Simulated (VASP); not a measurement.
# Si6O11 (a cell with a defect) in VASP: further runs, part 2 of 2

VASP 6.6.1. The steps go on from the part before.

**4. Single point, LDA**

File INCAR:

```
SYSTEM = Si6O11
  ALGO = Normal
  EDIFF = 1E-6
  ENCUT = 520
  ISIF = 2
  ISMEAR = 0
  LASPH = .TRUE.
  LCHARG = .FALSE.
  LREAL = Auto
  LWAVE = .FALSE.
  NBANDS = 59
  NELECT = 88.0
  NELM = 60
  PREC = Accurate
  SIGMA = 0.05
```

File KPOINTS:

```
k-points
0
G
  4 4 2
  0 0 0
```

File POSCAR:

```
Si6O11
1.0
   -2.4333868794      4.2147497096      0.0000000000
    0.0000000000      0.0000000000      5.3651521237
    7.3001606382      4.2147497096      0.0000000000
Si O
6 11
Direct
    0.7676536602      0.3333333333      0.2323463398
    0.2676536602      0.3333333333      0.7323463398
    0.4646926795      0.6666666667      0.0000000000
    0.9646926795      0.6666666667      0.5000000000
    0.2676536602      0.0000000000      0.2676536602
    0.7676536602      0.0000000000      0.7676536602
    0.0706884960      0.2213245393      0.2055640003
    0.5706884960      0.2213245393      0.7055640003
    0.7730017524      0.5546578727      0.3618737519
    0.2730017524      0.5546578727      0.8618737519
    0.6563097516      0.8879912060      0.9325622479
    0.2730017524      0.7786754607      0.1381262481
    0.7730017524      0.7786754607      0.6381262481
    0.6563097516      0.4453421273      0.0674377521
    0.1563097516      0.4453421273      0.5674377521
    0.5706884960      0.1120087940      0.2944359997
    0.0706884960      0.1120087940      0.7944359997
```

Launch:

```bash
$ cat potpaw_LDA.64/Si/POTCAR potpaw_LDA.64/O/POTCAR > POTCAR
$ mpirun -np 1 vasp_std > vasp.out
```

Run time: 4.8 min. Hardware: 1 thread of Intel Xeon 6975P-C (Granite Rapids), shared host; peak memory 0.32 GiB.

It converged, with:

| Quantity | Value |
| --- | --- |
| Free energy | -147.2445 eV |
| Largest force | 3.509 eV/Å |

Forces on the atoms (eV/Å):
```
Si  -0.829 -1.216  0.502
Si   1.091  1.324 -0.165
Si  -1.162  0.020 -0.659
Si   2.117 -0.857 -2.601
Si  -3.348 -0.440  0.953
Si   1.010  0.466  1.137
O    0.708  0.901 -0.960
O   -0.340 -0.180 -0.031
O    0.201  0.788  1.289
O    0.017 -0.109  0.202
O    0.157 -0.017 -0.132
O    2.230  0.113  0.663
O   -1.687 -0.019 -0.026
O    0.328  0.448 -0.339
O   -1.297 -0.891  1.112
O    1.220 -0.228 -0.906
O   -0.415 -0.102 -0.036
```

Levels at points of the mesh, in eV from the Fermi level:
| k point | band 40 | band 41 | band 42 | band 43 | band 44 | band 45 | band 46 | band 47 | band 48 | band 49 |
| --- | --- | --- | --- | --- | --- | --- | --- | --- | --- | --- |
| (0.00, 0.00, 0.00) | -0.98 | -0.90 | -0.73 | -0.27 | -0.07 | -0.01 | 4.16 | 6.34 | 6.75 | 6.80 |
| (0.50, 0.00, 0.00) | -1.08 | -0.68 | -0.62 | -0.22 | -0.04 | 0.06 | 4.05 | 6.36 | 6.91 | 8.41 |
| (0.00, 0.50, 0.00) | -0.94 | -0.82 | -0.54 | -0.34 | -0.07 | 0.11 | 4.00 | 6.33 | 6.84 | 8.28 |
| (0.50, 0.50, 0.00) | -1.02 | -0.95 | -0.62 | -0.58 | -0.42 | 0.21 | 4.13 | 6.57 | 7.07 | 8.67 |
| (0.00, 0.00, 0.50) | -0.96 | -0.84 | -0.75 | -0.24 | -0.06 | 0.10 | 4.06 | 6.25 | 6.78 | 7.53 |
| (0.50, 0.00, 0.50) | -1.01 | -0.68 | -0.60 | -0.23 | -0.05 | 0.02 | 4.08 | 6.37 | 6.94 | 8.34 |
| (0.00, 0.50, 0.50) | -0.92 | -0.84 | -0.62 | -0.40 | -0.04 | 0.14 | 4.00 | 6.37 | 6.83 | 8.37 |
| (0.50, 0.50, 0.50) | -1.00 | -0.84 | -0.60 | -0.52 | -0.30 | 0.10 | 4.12 | 6.63 | 7.10 | 8.75 |

Caveat: the k points lie up to 0.37 Å⁻¹ apart; the cell carries a net charge on a neutralising background, which shifts energy and pressure; the cell differs from its parent crystal (atoms taken out, atom 12 moved 0.000 of the way to it and +0.000 Å across, host rigid); the cell is charged against a uniform background, so pressure and absolute levels hang on convention.

**5. Single point, LDA**

File INCAR:

```
ALGO = Normal ; EDIFF = 1E-7
ENCUT = 520 ; GGA = CA
ISIF = 2 ; ISMEAR = 0
LASPH = T ; LCHARG = F
LREAL = Auto ; LWAVE = F
NBANDS = 59 ; NELECT = 88.0
NELM = 60 ; PREC = Accurate
SIGMA = 0.05
```

File KPOINTS:

```
k-points
0
Gamma
  4 4 2
```

Changes to POSCAR since step 4:

```diff
@@ -19,3 +19,3 @@
     0.6563097516      0.8879912060      0.9325622479
-    0.2730017524      0.7786754607      0.1381262481
+    0.2105530397      0.8618268837      0.3620900723
     0.7730017524      0.7786754607      0.6381262481
```

Launch:

```bash
$ cat potpaw_LDA.64/Si/POTCAR potpaw_LDA.64/O/POTCAR > POTCAR
$ mpirun -np 1 vasp_std > vasp.out
```

Wall time 3 min (1 thread of Intel Xeon 6975P-C (Granite Rapids), shared host); peak memory 0.32 GiB.

It converged, with:

| Item | Value |
| --- | --- |
| Free energy | -137.3060 eV |
| Largest force | 66.737 eV/Å |

Forces in eV/Å, atoms in the order of the input:
```
Si    0.841   0.597  -0.006
Si   -0.387  -0.230  -1.056
Si   -4.497  -0.100  -1.767
Si   -1.026   0.316  -0.978
Si  -44.054  -6.770  44.581
Si   -0.966  -0.222   1.508
O    -1.117   0.215  -0.541
O     0.164   0.010   0.086
O    -0.339  -0.058   0.245
O     1.615   0.971   1.612
O     2.471   0.108  -0.769
O    49.324   6.530 -44.479
O    -1.225   0.174   0.192
O     0.515  -0.954   1.192
O    -0.435  -0.276   0.835
O    -1.099  -0.355  -0.364
O     0.214   0.045  -0.291
```

Levels at points of the mesh, in eV from the Fermi level:
| k point | band 42 | band 43 | band 44 | band 45 | band 46 | band 47 |
| --- | --- | --- | --- | --- | --- | --- |
| (0.00, 0.00, 0.00) | -0.86 | -0.64 | -0.16 | 0.11 | 4.78 | 5.65 |
| (0.50, 0.00, 0.00) | -0.77 | -0.47 | -0.29 | 0.32 | 4.97 | 5.85 |
| (0.00, 0.50, 0.00) | -0.75 | -0.63 | -0.13 | 0.30 | 4.62 | 5.95 |
| (0.50, 0.50, 0.00) | -0.88 | -0.82 | -0.69 | 0.35 | 4.96 | 6.05 |
| (0.00, 0.00, 0.50) | -0.82 | -0.66 | -0.16 | 0.23 | 4.61 | 5.80 |
| (0.50, 0.00, 0.50) | -0.83 | -0.48 | -0.29 | 0.30 | 5.00 | 5.88 |
| (0.00, 0.50, 0.50) | -0.76 | -0.71 | -0.12 | 0.29 | 4.67 | 5.94 |
| (0.50, 0.50, 0.50) | -0.85 | -0.78 | -0.63 | 0.26 | 4.98 | 6.05 |

Caveat: the cell carries a net charge on a neutralising background, which shifts energy and pressure; the cell differs from its parent crystal (atoms taken out, atom 12 moved 0.750 of the way to it and +0.125 Å across, host rigid); the cell is charged against a uniform background, so pressure and absolute levels hang on convention; atoms lie so close that the PAW spheres overlap strongly, which falsifies energies and pressures.

**6. Single point, LDA**

File INCAR:

```
SYSTEM = Si6O11
ALGO = Normal ; EDIFF = 1E-6
ENCUT = 520 ; ISIF = 2
ISMEAR = 0 ; LASPH = .TRUE.
LCHARG = .TRUE. ; LELF = .TRUE.
LREAL = Auto ; LVHAR = .TRUE.
LWAVE = .FALSE. ; NBANDS = 59
NELECT = 88.0 ; NELM = 80
PREC = Accurate ; SIGMA = 0.05
```

File KPOINTS:

```
k-points
0
G
  4 4 2
  0 0 0
```

Changes to POSCAR since step 5:

```diff
@@ -19,3 +19,3 @@
     0.6563097516      0.8879912060      0.9325622479
-    0.2105530397      0.8618268837      0.3620900723
+    0.1563097516      0.8879912060      0.4325622479
     0.7730017524      0.7786754607      0.6381262481
```

Potentials or basis: VASP PAW LDA potentials, release 64 (Si, O).

Launch:

```bash
$ cat potpaw_LDA.64/Si/POTCAR potpaw_LDA.64/O/POTCAR > POTCAR
$ mpirun -np 1 vasp_std > vasp.out
```

Wall time 4.1 min (1 thread of Intel Xeon 6975P-C (Granite Rapids), shared host); peak memory 0.32 GiB.

The run converged. Its results:

| Quantity | Value |
| --- | --- |
| Free energy | -147.2846 eV |
| Largest force | 3.554 eV/Å |

Forces on the atoms (eV/Å):
```
Si   0.711  0.373  0.443
Si  -0.516 -0.557 -0.721
Si  -3.383 -0.083 -1.085
Si   1.152  0.144 -1.030
Si   2.124  1.201  2.397
Si  -1.102 -0.362  0.705
O   -1.057  0.391 -0.914
O    0.104  0.107  0.085
O   -0.600 -0.534 -0.279
O    1.384  0.785  1.347
O    2.145  0.163 -0.611
O   -1.715 -0.264  0.047
O    0.099  0.008  0.117
O    0.517 -0.672  0.850
O   -0.102 -0.044  0.115
O   -0.061 -0.800 -1.273
O    0.301  0.145 -0.195
```

Levels at points of the mesh, in eV from the Fermi level:
```tsv
k point	band 40	band 41	band 42	band 43	band 44	band 45	band 46	band 47	band 48	band 49
(0.00, 0.00, 0.00)	-0.92	-0.82	-0.64	-0.32	-0.11	-0.02	4.17	6.46	6.74	6.89
(0.50, 0.00, 0.00)	-1.06	-0.87	-0.54	-0.19	-0.09	0.19	4.13	6.17	6.92	8.54
(0.00, 0.50, 0.00)	-1.04	-0.93	-0.47	-0.37	-0.09	0.14	4.01	6.36	7.15	8.27
(0.50, 0.50, 0.00)	-0.86	-0.84	-0.70	-0.63	-0.36	0.26	4.15	6.68	6.83	8.63
(0.00, 0.00, 0.50)	-0.93	-0.81	-0.63	-0.33	-0.07	0.09	4.06	6.45	6.80	7.46
(0.50, 0.00, 0.50)	-1.07	-0.78	-0.59	-0.23	-0.09	0.15	4.16	6.26	6.89	8.36
(0.00, 0.50, 0.50)	-1.05	-0.93	-0.53	-0.47	-0.05	0.18	4.03	6.34	7.16	8.36
(0.50, 0.50, 0.50)	-0.87	-0.79	-0.63	-0.57	-0.31	0.12	4.17	6.68	6.88	8.61
```

Caveat: the k points lie up to 0.37 Å⁻¹ apart; the cell carries a net charge on a neutralising background, which shifts energy and pressure; the cell is charged against a uniform background, so pressure and absolute levels hang on convention.
